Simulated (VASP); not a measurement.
# GeSb2Te4 (R-3m) in VASP: single point with revPBE+D3(BJ)

Aim: the single point of GeSb2Te4 with revPBE+D3(BJ).

Everything below comes from runs of VASP 6.6.1. Logs are shortened: lines on timing, memory, paths and dates and some standing lists are left out, and cuts for length are marked.

### Step 1. The cell of the first run

The structure is trigonal, space group R-3m (No. 166). The conventional cell has a = 4.208 Å, b = 4.208 Å, c = 38.689 Å, α = 90.00°, β = 90.00°, γ = 120.00°. Within 3.8 Å of Ge (site symmetry -3m) lie 6 Te at 2.92 Å. Within 4.0 Å of Sb (site symmetry 3m) lie 3 Te at 3.00 Å and 3 Sb at 3.10 Å. Te (site symmetry 3m) has 3 Sb at 3.00 Å and 3 Te at 3.22 Å within 4.0 Å. Te (site symmetry 3m) has 3 Ge at 2.92 Å and 3 Te at 3.22 Å within 3.8 Å.

### Step 2. Single point, revPBE+D3(BJ)

INCAR reads:

```
PREC = Accurate
ENCUT = 500
EDIFF = 1E-6
ISMEAR = 0
SIGMA = 0.1
LREAL = False
LASPH = True
NELM = 120
ALGO = Normal
ISIF = 2
LWAVE = False
LCHARG = True
GGA = RE
IVDW = 12
LELF = True
LVHAR = True
NBANDS = 33
GGA_COMPAT = False
```

KPOINTS reads:

```
Automatic mesh
0
Gamma
  7 7 7
```

POSCAR reads:

```
GeSb2Te4
1.0
   13.1233175947      0.0012139250      0.0007132013
   12.4483307277      4.1545791916      0.0007132013
   12.4483307277      2.0230485927      3.6287467753
Ge Sb Te
1 2 4
Direct
    0.0000000000      0.0000000000      0.0000000000
    0.1418642997      0.1418642997      0.1418642997
    0.8581357003      0.8581357003      0.8581357003
    0.4295871271      0.4295871271      0.4295871271
    0.5704128729      0.5704128729      0.5704128729
    0.2916644788      0.2916644788      0.2916644788
    0.7083355212      0.7083355212      0.7083355212
```

Potentials or basis: VASP PAW PBE potentials, release 64 (Ge_d, Sb, Te).

Started as:

```sh
> cat potpaw_PBE.64/Ge_d/POTCAR potpaw_PBE.64/Sb/POTCAR potpaw_PBE.64/Te/POTCAR > POTCAR
> mpirun -np 1 vasp_std > vasp.out
```

OUTCAR:

```text
PREC = Accurate
   ENCUT = 500
   EDIFF = 1E-6
   ISMEAR = 0
   LREAL = False
   LASPH = True
   NELM = 120
   ISIF = 2
   GGA = RE
   IVDW = 12
 IVDW          = 12

 ion  position               nearest neighbor table
   1  0.000  0.000  0.000-   7 2.92   6 2.92   7 2.92   6 2.92   6 2.92   7 2.92
   2  0.142  0.142  0.142-   4 3.00   4 3.00   4 3.00   3 3.10   3 3.10   3 3.10
   3  0.858  0.858  0.858-   5 3.00   5 3.00   5 3.00   2 3.10   2 3.10   2 3.10
   4  0.430  0.430  0.430-   2 3.00   2 3.00   2 3.00   7 3.22   7 3.22   7 3.22
   5  0.570  0.570  0.570-   3 3.00   3 3.00   3 3.00   6 3.22   6 3.22   6 3.22
   6  0.292  0.292  0.292-   1 2.92   1 2.92   1 2.92   5 3.22   5 3.22   5 3.22
   7  0.708  0.708  0.708-   1 2.92   1 2.92   1 2.92   4 3.22   4 3.22   4 3.22

  LATTYP: Found a trigonal (rhomboedric) cell.
 ALAT       =    13.1233176702
 COS(alpha) =     0.9485951123

  Lattice vectors:

 A1 = (  13.1233175947,   0.0012139250,   0.0007132013)
 A2 = (  12.4483307277,   4.1545791916,   0.0007132013)
 A3 = (  12.4483307277,   2.0230485927,   3.6287467753)

Analysis of symmetry for initial positions (statically):
=====================================================================
 Subroutine PRICEL returns:
 Original cell was already a primitive cell.

 Routine SETGRP: Setting up the symmetry group for a
 trigonal (rhombohedral) supercell.

 Subroutine GETGRP returns: Found 12 space group operations
 (whereof 12 operations were pure point group operations)
 out of a pool of 12 trial point group operations.

The static configuration has the point symmetry D_3d.

Analysis of symmetry for dynamics (positions and initial velocities):
=====================================================================
 Subroutine PRICEL returns:
 Original cell was already a primitive cell.

 Routine SETGRP: Setting up the symmetry group for a
 trigonal (rhombohedral) supercell.

 Subroutine GETGRP returns: Found 12 space group operations
 (whereof 12 operations were pure point group operations)
 out of a pool of 12 trial point group operations.

The dynamic configuration has the point symmetry D_3d.

 Subroutine INISYM returns: Found 12 space group operations
 (whereof 12 operations are pure point group operations),
 and found     1 'primitive' translations

----------------------------------------------------------------------------------------

                                     Primitive cell

  volume of cell :     197.7533
[... 104 lines left out ...]
   NFREE  =      0    steps in history (QN), initial steepest desc. (CG)
   ISIF   =      2    stress and relaxation
   ISYM   =      2    0-nonsym 1-usesym 2-fastsym
   POTIM  = 0.5000    time-step for ionic-motion
   TEBEG  =    0.0;   TEEND  =   0.0 temperature during run
   PSTRESS=    0.0 pullay stress
   NELECT =      48.0000    total number of electrons
   NUPDOWN=      -1.0000    fix difference up-down
   EMIN   =  10.00;   EMAX   =-10.00  energy-range for DOS
   EFERMI =   0.00;   METHOD = LEGACY
   ISMEAR =     0;   SIGMA  =   0.10  broadening in eV -4-tet -1-fermi 0-gaus
   EFERMI_NEDOS =   21; number of points for ismear=-14 and -15
   IALGO  =     38    algorithm
   IMIX   =      4    mixing-type and parameters
     AMIX     =   0.40;   BMIX     =  1.00
     AMIX_MAG =   1.60;   BMIX_MAG =  1.00
  volume/ion in A,a.u.               =      28.25       190.64
  Fermi-wavevector in a.u.,A,eV,Ry     =   1.021207  1.929802 14.189034  1.042865
  Thomas-Fermi vector in A             =   2.154819
   LORBIT       =      0    0 simple, 1 ext, 2 COOP (PROOUT), +10 PAW based schemes
   GGA     = RE    functional components
   LHFCALC =     F    Hartree Fock is set to
   AEXX    =    0.0000 exact exchange contribution
   IVDW    =    12    specifies the selected vdW correction
   LEPSILON=     F    determine dielectric tensor
   LRPA    =     F    only Hartree local field effects (RPA)
 non-spin polarized calculation
 Gauss-broadening in eV      SIGMA  =   0.10
  energy-cutoff  :      500.00
  volume of cell :      197.75
 maximum number of plane-waves:      5093
   NGX = 47   NGY = 47   NGZ = 47

 number of electron      47.9999991 magnetization

 Free energy of the ion-electron system (eV)
  ---------------------------------------------------
  ext. energy  EPLUGINS =         0.00000000
  ---------------------------------------------------
  free energy    TOTEN  =       -22.79636728 eV

  energy without entropy =      -22.78408012  energy(sigma->0) =      -22.79022370

 E-fermi :   7.4589     XC(G=0):  -9.7584

 val. band max:        7.4476972498   @ k =   0.0000   0.0000   0.0000
 cond. band min:       7.4641743612   @ k =  -0.4286  -0.4286   0.2857
 fundamental gap:      0.0164771114
 Fermi energy:         7.4589443928

 k-point     1 :       0.0000    0.0000    0.0000
  band No.  band energies     occupation
      1     -17.2718      2.00000
      2     -17.2718      2.00000
      3     -17.2665      2.00000
      4     -17.2619      2.00000
      5     -17.2619      2.00000
      6      -6.2647      2.00000
[... 853 lines left out ...]
     32      11.1665      0.00000
     33      11.3454      0.00000

 [... further k-points ...]

------------------------ aborting loop because EDIFF is reached ----------------------------------------

 Edisp (eV)   -6.23413

 E8    (eV) :    -4.4721

  FORCE on cell =-STRESS in cart. coord.  units (eV):
  Direction    XX          YY          ZZ          XY          YZ          ZX
  --------------------------------------------------------------------------------------
  -------------------------------------------------------------------------------------
  Total      -0.10657    -0.09853    -0.09839    -0.00134    -0.00013    -0.00079
  in kB      -0.86338    -0.79830    -0.79714    -0.01086    -0.00104    -0.00638
  external pressure =       -0.82 kB  Pullay stress =        0.00 kB

 VOLUME and BASIS-vectors are now :
 -----------------------------------------------------------------------------
  energy-cutoff  :      500.00
  volume of cell :      197.75
      direct lattice vectors                 reciprocal lattice vectors
    13.123317595  0.001213925  0.000713201     0.076228661 -0.228380264 -0.134177237
    12.448330728  4.154579192  0.000713201    -0.000014979  0.240766180 -0.134177237
    12.448330728  2.023048593  3.628746775    -0.000014979 -0.000002434  0.275629977

 POSITION                                       TOTAL-FORCE (eV/Angst)
 -----------------------------------------------------------------------------------
      0.00000      0.00000      0.00000         0.000000     -0.000000      0.000000
      5.39368      0.87656      0.51499         0.011082      0.001801      0.001058
     32.62630      5.30228      3.11518        -0.011082     -0.001801     -0.001058
     16.33289      2.65435      1.55948        -0.019114     -0.003106     -0.001825
     21.68709      3.52449      2.07070         0.019114      0.003106      0.001825
     11.08908      1.80215      1.05879        -0.003174     -0.000516     -0.000303
     26.93090      4.37669      2.57138         0.003174      0.000516      0.000303
 -----------------------------------------------------------------------------------
    total drift:                               -0.000000     -0.000000     -0.000000

  FREE ENERGIE OF THE ION-ELECTRON SYSTEM (eV)
  ---------------------------------------------------
  free  energy   TOTEN  =       -29.0304928116 eV

  energy  without entropy=      -29.0182056495  energy(sigma->0) =      -29.02434923
```

OSZICAR:

```text
N       E                     dE             d eps       ncg     rms          rms(c)
DAV:   1     0.356611384801E+03    0.35661E+03   -0.18068E+04  3504   0.168E+03
DAV:   2     0.271184162954E+02   -0.32949E+03   -0.31174E+03  3275   0.450E+02
DAV:   3    -0.203121811390E+02   -0.47431E+02   -0.45425E+02  3590   0.116E+02
[... 13 lines left out ...]
DAV:  17    -0.227964815552E+02    0.76241E-04   -0.32340E-05  3199   0.304E-02    0.553E-01
DAV:  18    -0.227964782516E+02    0.33036E-05   -0.24568E-06  2921   0.680E-03    0.540E-01
DAV:  19    -0.227964992462E+02   -0.20995E-04   -0.18871E-06  2365   0.616E-03    0.582E-01
DAV:  20    -0.227963934009E+02    0.10585E-03   -0.81035E-05  3310   0.506E-02    0.254E-01
DAV:  21    -0.227963667391E+02    0.26662E-04   -0.94551E-05  3548   0.401E-02    0.377E-02
DAV:  22    -0.227963672845E+02   -0.54545E-06   -0.95324E-06  3213   0.138E-02
   1 F= -.29030493E+02 E0= -.29024349E+02  d E =-.122872E-01
```

It took 1.6 h on 1 thread of Oxide Virtual Turin-like, shared host; peak memory 1.6 GiB.

Results:

| Item | Value |
| --- | --- |
| Free energy | -29.0305 eV |
| Pressure | -0.1 GPa |
| Largest force | 0.019 eV/Å |
| Band gap on the k mesh | zero (bands 24 and 25 overlap by 0.36 eV) |
| Dispersion energy per atom | -0.891 eV |

Forces on the atoms (eV/Å):
```
Ge   0.000  0.000  0.000
Sb   0.011  0.002  0.001
Sb  -0.011 -0.002 -0.001
Te  -0.019 -0.003 -0.002
Te   0.019  0.003  0.002
Te  -0.003 -0.001  0.000
Te   0.003  0.001  0.000
```

Caveat: the PAW data sets were made with another functional, which shifts forces and pressure a little; spin-orbit coupling is left out, which moves the levels of the heavy elements.
